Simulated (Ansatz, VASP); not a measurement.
## Ga3AsP2 in VASP and in Ansatz

```
P As Ga
1.0
     3.90596    0.00000    0.00000
    -1.95298    3.38266    0.00000
     0.00000    0.00000    9.56218
P As Ga
2 1 3
Direct
  0.00000 0.00000 0.00306
  0.33333 0.66667 0.33052
  0.66667 0.33333 0.66634
  0.33333 0.66667 0.08325
  0.66667 0.33333 0.41034
  0.00000 0.00000 0.75648
```

Alike in both runs: task single point; functional PBE; k mesh 6 × 6 × 2; no spin polarisation.

|  | VASP | Ansatz |
| --- | --- | --- |
| version | VASP 6.6.1 | Ansatz 0.2.0 |
| potentials or method | VASP PAW PBE potentials, release 64 (P, As, Ga_d) | plane waves |
| plane-wave cutoff (eV) | 520 | 420 |
| occupations | gaussian, width 0.01 eV | fixed |
| valence electrons in the cell | 54 | 64 |

|  | VASP | Ansatz | Ansatz less VASP |
| --- | --- | --- | --- |
| gap on the k mesh at the Fermi level (eV) | 1.21 | 1.22 | +0.003 |
| pressure (GPa) | 2.6 | 2.6 | -0.06 |
| traceless stress, the component that is largest in VASP (GPa) | -0.07 | -0.06 | +0.003 |
| rms of the force components (eV/Å) | 0.024 | 0.019 | -0.0049 |

Atom by atom the forces differ by 0.006 eV/Å (rms over components). VASP's potentials hold 54 valence electrons a cell and Ansatz's 64, so a difference there can come from the potentials and not from the codes.
